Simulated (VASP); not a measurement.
# TiAl32 (a cell with a defect) in VASP: single point with r2SCAN

Aim: the single point of TiAl32 (a cell with a defect) with r2SCAN.

Everything below comes from runs of VASP 6.6.1. Logs are shortened: lines on timing, memory, paths and dates and some standing lists are left out, and cuts for length are marked.

### 1 The cell of the first run

The cell holds a defect, 33 atoms: a = 8.100 Å, b = 8.100 Å, c = 8.100 Å, α = 90.00°, β = 90.00°, γ = 90.00°.

### 2 Single point, r2SCAN

POSCAR

```
TiAl32
1.0
    8.1000000000      0.0000000000      0.0000000000
    0.0000000000      8.1000000000      0.0000000000
    0.0000000000      0.0000000000      8.1000000000
Al Ti
32 1
Direct
    0.5069485185     -0.0001169136     -0.0244117284
    0.7460785185      0.2580607407     -0.0036103704
    0.7180220988      0.0003300000      0.2409861728
   -0.0084561728      0.0003251852     -0.0304462963
    0.2486050617      0.2435604938      0.0088308642
    0.4950556790      0.5002138272     -0.0106016049
    0.7465814815      0.7421867901     -0.0031137037
    0.3425595062      0.0004038272      0.2374059259
    0.5100760494      0.2714700000      0.2496883951
    0.7340759259      0.4998554321      0.2520261728
    0.5047181481     -0.0001290123      0.5153056790
    0.7595775309      0.2426088889      0.4980218519
    0.7242858025     -0.0001091358      0.7582341975
    0.0019600000      0.4998641975     -0.0157767901
    0.2481312346      0.7567164198      0.0094380247
   -0.0073674074      0.3058466667      0.2420769136
    0.2661456790      0.4996407407      0.2460092593
    0.5099502469      0.7287743210      0.2496827160
   -0.0129277778      0.0004117284      0.5958877778
    0.2390582716      0.2402429630      0.4891800000
    0.4957097531      0.5000411111      0.5023067901
    0.7601819753      0.7576744444      0.4975520988
    0.2657470370     -0.0001324691      0.7551118519
    0.4940059259      0.2565532099      0.7438474074
    0.7395366667      0.5002182716      0.7446835802
   -0.0071160494      0.6924396296      0.2423334568
   -0.0038945679      0.4996461728      0.5157760494
    0.2393149383      0.7589913580      0.4894006173
   -0.0003474074      0.2721460494      0.7605753086
    0.2525223457      0.5000413580      0.7453867901
    0.4941322222      0.7434588889      0.7439775309
   -0.0003371605      0.7281139506      0.7604335802
    0.0391248148     -0.0010541975      0.2922037037
```

INCAR.step1

```
  PREC = Accurate
  ENCUT = 440
  ISMEAR = 0
  SIGMA = 0.1
  LREAL = Auto
  LASPH = T
  NELM = 120
  NBANDS = 76
  GGA = PE
  ALGO = Normal
  EDIFF = 1E-5
  LWAVE = T
  LCHARG = F
  GGA_COMPAT = F
```

INCAR.step2

```
  PREC = Accurate
  ENCUT = 440
  EDIFF = 1E-6
  ISMEAR = 0
  SIGMA = 0.1
  LREAL = Auto
  LASPH = T
  NELM = 120
  ALGO = Normal
  ISIF = 2
  LWAVE = F
  LCHARG = F
  METAGGA = R2SCAN
  LMIXTAU = T
  NBANDS = 76
  ISTART = 1
  GGA_COMPAT = F
```

KPOINTS

```
Automatic mesh
0
Gamma
  2 2 2
```

Potentials or basis: VASP PAW PBE potentials, release 64 (Al, Ti_sv).

The run is started by

```
> cat potpaw_PBE.64/Al/POTCAR potpaw_PBE.64/Ti_sv/POTCAR > POTCAR
> cp INCAR.step1 INCAR
> mpirun -np 1 vasp_std > vasp.out
> cp INCAR.step2 INCAR
> mpirun -np 1 vasp_std > vasp.out
```

OUTCAR:

```text
PREC = Accurate
   ENCUT = 440
   EDIFF = 1E-6
   ISMEAR = 0
   LREAL = Auto
   LASPH = T
   NELM = 120
   ISIF = 2
   METAGGA = R2SCAN
   ISTART = 1

 ion  position               nearest neighbor table
   1  0.507  1.000  0.976-  13 2.49   8 2.50  23 2.65   3 2.75  31 2.80  24 2.80   2 2.86   7 2.86
                             5 2.89  15 2.89  18 3.12   9 3.13
   2  0.746  0.258  0.996-   9 2.81  29 2.81   6 2.83  25 2.83  16 2.85  13 2.85  10 2.85  14 2.85
                             1 2.86   3 2.89  24 2.89   4 2.89
   3  0.718  0.000  0.241-  33 2.63   1 2.75   9 2.77  18 2.77  11 2.81  22 2.88  12 2.88   7 2.89
                             2 2.89   8 3.04   4 3.12  16 3.33  26 3.34
   4  0.992  0.000  0.970-  33 2.64  13 2.76  29 2.78  32 2.78  23 2.82  15 2.88   5 2.88   7 2.89
                             2 2.89  19 3.03   3 3.12  16 3.32  26 3.33
   5  0.249  0.244  0.009-   8 2.81  17 2.83  16 2.85  23 2.85  29 2.86   4 2.88   6 2.89  14 2.89
                             9 2.89   1 2.89  24 2.93  30 2.98
   6  0.495  0.500  0.989-  17 2.79  30 2.79  31 2.80  25 2.80  24 2.80  18 2.81   9 2.81   2 2.83
                             7 2.83  10 2.88   5 2.89  15 2.89
   7  0.747  0.742  0.997-  18 2.81  32 2.81   6 2.83  25 2.83  26 2.85  13 2.85  10 2.85  14 2.85
                             1 2.86   3 2.89   4 2.89  31 2.89
   8  0.343  0.000  0.237-  33 2.50   1 2.50   9 2.58  18 2.59  11 2.61   5 2.81  15 2.81  20 2.94
                            28 2.95   3 3.04
   9  0.510  0.271  0.250-   8 2.58  10 2.59  17 2.71  21 2.76   3 2.77   2 2.81   6 2.81  12 2.86
[... 34 lines left out ...]
                            28 2.88  16 3.13   4 3.33   3 3.34
  27  0.996  0.500  0.516-  29 2.71  26 2.71  32 2.71  16 2.72  25 2.79  30 2.79  12 2.83  22 2.84
                            20 2.89  28 2.89  10 3.01  17 3.09
  28  0.239  0.759  0.489-  26 2.88  27 2.89  17 2.89  11 2.91  23 2.91  31 2.92  18 2.94  32 2.94
                             8 2.95  30 2.95  21 2.95  19 2.96  33 2.99
  29  1.000  0.272  0.761-  19 2.58  14 2.59  27 2.71  30 2.76   4 2.78  25 2.81   2 2.81   5 2.86
                            12 2.89  20 2.94  23 3.08  13 3.14
  30  0.253  0.500  0.745-  29 2.76  32 2.76  24 2.78  31 2.78  21 2.79   6 2.79  27 2.79  14 2.80
                            28 2.95  20 2.96   5 2.98  15 2.98
  31  0.494  0.743  0.744-  30 2.78  21 2.78  23 2.78  11 2.78  13 2.79  25 2.80   6 2.80   1 2.80
                             7 2.89  28 2.92  15 2.93  22 2.94
  32  1.000  0.728  0.760-  19 2.58  14 2.59  27 2.71  30 2.76   4 2.78  25 2.80   7 2.81  15 2.86
                            22 2.89  28 2.94  23 3.08  13 3.13
  33  0.039  0.999  0.292-  19 2.50   8 2.50  26 2.54  16 2.55   3 2.63   4 2.64  28 2.99  20 3.00

  LATTYP: Found a simple cubic cell.
 ALAT       =     8.1000000000

  Lattice vectors:

 A1 = (   8.1000000000,   0.0000000000,   0.0000000000)
 A2 = (   0.0000000000,   8.1000000000,   0.0000000000)
[... 184 lines left out ...]
   NELECT =     108.0000    total number of electrons
   NUPDOWN=      -1.0000    fix difference up-down
   EMIN   =  10.00;   EMAX   =-10.00  energy-range for DOS
   EFERMI =   0.00;   METHOD = LEGACY
   ISMEAR =     0;   SIGMA  =   0.10  broadening in eV -4-tet -1-fermi 0-gaus
   EFERMI_NEDOS =   21; number of points for ismear=-14 and -15
   IALGO  =     38    algorithm
   IMIX   =      4    mixing-type and parameters
     AMIX     =   0.40;   BMIX     =  1.00
     AMIX_MAG =   1.60;   BMIX_MAG =  1.00
  volume/ion in A,a.u.               =      16.10       108.68
  Fermi-wavevector in a.u.,A,eV,Ry     =   0.962493  1.818849 12.604348  0.926393
  Thomas-Fermi vector in A             =   2.091957
   LORBIT       =      0    0 simple, 1 ext, 2 COOP (PROOUT), +10 PAW based schemes
   METAGGA = R2SCAN    functional components
   LHFCALC =     F    Hartree Fock is set to
   AEXX    =    0.0000 exact exchange contribution
   IVDW    =     0    specifies the selected vdW correction
   LEPSILON=     F    determine dielectric tensor
   LRPA    =     F    only Hartree local field effects (RPA)
 non-spin polarized calculation
 Gauss-broadening in eV      SIGMA  =   0.10
  energy-cutoff  :      440.00
  volume of cell :      531.44
 maximum number of plane-waves:     11152
 NGX is ok and might be reduce to    56
   NGX = 27   NGY = 27   NGZ = 27

 number of electron     107.9999999 magnetization

 Free energy of the ion-electron system (eV)
  ---------------------------------------------------
  ext. energy  EPLUGINS =         0.00000000
  ---------------------------------------------------
  free energy    TOTEN  =      -225.94691311 eV

  energy without entropy =     -225.89619340  energy(sigma->0) =     -225.92155325

 E-fermi :   7.9602     XC(G=0): -11.0369

 val. band max:        7.9575807046   @ k =   0.5000   0.0000   0.0000
 cond. band min:       7.9639566892   @ k =   0.0000   0.0000   0.5000
 fundamental gap:      0.0063759845
 Fermi energy:         7.9602225544

 k-point     1 :       0.0000    0.0000    0.0000
  band No.  band energies     occupation
      1     -50.9342      2.00000
      2     -26.2262      2.00000
      3     -26.2256      2.00000
      4     -26.2194      2.00000
      5      -3.6778      2.00000
      6      -1.6652      2.00000
[... 541 lines left out ...]
     65      10.2313      0.00000
     66      11.2951      0.00000
 [bands above 66 left out]

------------------------ aborting loop because EDIFF is reached ----------------------------------------

  FORCE on cell =-STRESS in cart. coord.  units (eV):
  Direction    XX          YY          ZZ          XY          YZ          ZX
  --------------------------------------------------------------------------------------
  -------------------------------------------------------------------------------------
  Total        8.2656639      4.9524354      8.4768905      0.0223846      0.0256016     -1.6560546
  in kB       24.9191526     14.9304996     25.5559541      0.0674846      0.0771832     -4.9926390
  external PRESSURE =      21.8018688 kB  Pullay stress =       0.0000000 kB

 VOLUME and BASIS-vectors are now :
 -----------------------------------------------------------------------------
  energy-cutoff  :      440.00
  volume of cell :      531.44
      direct lattice vectors                 reciprocal lattice vectors
     8.100000000  0.000000000  0.000000000     0.123456790  0.000000000  0.000000000
     0.000000000  8.100000000  0.000000000     0.000000000  0.123456790  0.000000000
     0.000000000  0.000000000  8.100000000     0.000000000  0.000000000  0.123456790

 POSITION                                       TOTAL-FORCE (eV/Angst)
 -----------------------------------------------------------------------------------
      4.10628      8.09905      7.90226        -0.033725      0.000794      0.034035
      6.04324      2.09029      8.07076        -0.002245      0.011336     -0.000407
      5.81598      0.00267      1.95199        -0.183022      0.000942     -0.067352
      8.03151      0.00263      7.85338        -0.065150      0.001100     -0.185871
      2.01370      1.97284      0.07153        -0.025341     -0.053405      0.083536
      4.00995      4.05173      8.01413        -0.011986     -0.000956     -0.012504
[... 25 lines left out ...]
      8.09727      5.89772      6.15951         0.017492     -0.041321     -0.023207
      0.31691      8.09146      2.36685        -0.264137      0.006486     -0.262708
 -----------------------------------------------------------------------------------
    total drift:                               -0.022284      0.004138     -0.022611

  FREE ENERGIE OF THE ION-ELECTRON SYSTEM (eV)
  ---------------------------------------------------
  free  energy   TOTEN  =      -225.9469131055 eV

  energy  without entropy=     -225.8961933956  energy(sigma->0) =     -225.92155325
```

OUTCAR.step1:

```text
PREC = Accurate
   ENCUT = 440
   ISMEAR = 0
   LREAL = Auto
   LASPH = T
[... 885 lines left out ...]
      2.01370      1.97284      0.07153        -0.030907     -0.059611      0.089608
      4.00995      4.05173      8.01413        -0.023545     -0.000555      0.007483
[... 25 lines left out ...]
      8.09727      5.89772      6.15951         0.030228     -0.047206     -0.025888
      0.31691      8.09146      2.36685        -0.303858      0.006821     -0.305884
 -----------------------------------------------------------------------------------
    total drift:                               -0.020709      0.002906     -0.024034

  FREE ENERGIE OF THE ION-ELECTRON SYSTEM (eV)
  ---------------------------------------------------
  free  energy   TOTEN  =      -125.3097342218 eV

  energy  without entropy=     -125.2526579897  energy(sigma->0) =     -125.28119611
```

Wall time 12 min (1 thread of AMD EPYC 9R45 (Zen 5), shared host); peak memory 0.51 GiB.

Results:

```
Free energy            : -225.9469 eV
Pressure               : 2.2 GPa
Largest force          : 0.373 eV/Å
Band gap on the k mesh : zero (bands 54 and 55 overlap by 0.88 eV)
```

Forces on the atoms (eV/Å):
```
Al  -0.034  0.001  0.034
Al  -0.002  0.011  0.000
Al  -0.183  0.001 -0.067
Al  -0.065  0.001 -0.186
Al  -0.025 -0.053  0.084
Al  -0.012 -0.001 -0.013
Al   0.002 -0.010  0.005
Al   0.000 -0.005  0.218
Al  -0.027  0.036  0.018
Al  -0.035 -0.001  0.000
Al   0.071  0.000  0.102
Al   0.083 -0.060 -0.031
Al   0.038  0.001 -0.041
Al  -0.001  0.000 -0.031
Al  -0.031  0.052  0.082
Al   0.006  0.123  0.006
Al   0.014 -0.001  0.049
Al  -0.023 -0.039  0.017
Al   0.229 -0.005  0.004
Al  -0.023 -0.140 -0.017
Al   0.000  0.000  0.043
Al   0.080  0.058 -0.031
Al   0.106  0.000  0.073
Al   0.003  0.007  0.002
Al  -0.012  0.000 -0.013
Al   0.008 -0.121  0.006
Al   0.047  0.000  0.017
Al  -0.028  0.148 -0.022
Al   0.017  0.039 -0.026
Al   0.040  0.000  0.002
Al   0.004 -0.008  0.003
Al   0.017 -0.041 -0.023
Ti  -0.264  0.006 -0.263
```

Caveat: the k points lie up to 0.39 Å⁻¹ apart, too coarse for converged energies and pressures of a metal; the PAW data sets were made with another functional, which shifts forces and pressure a little.
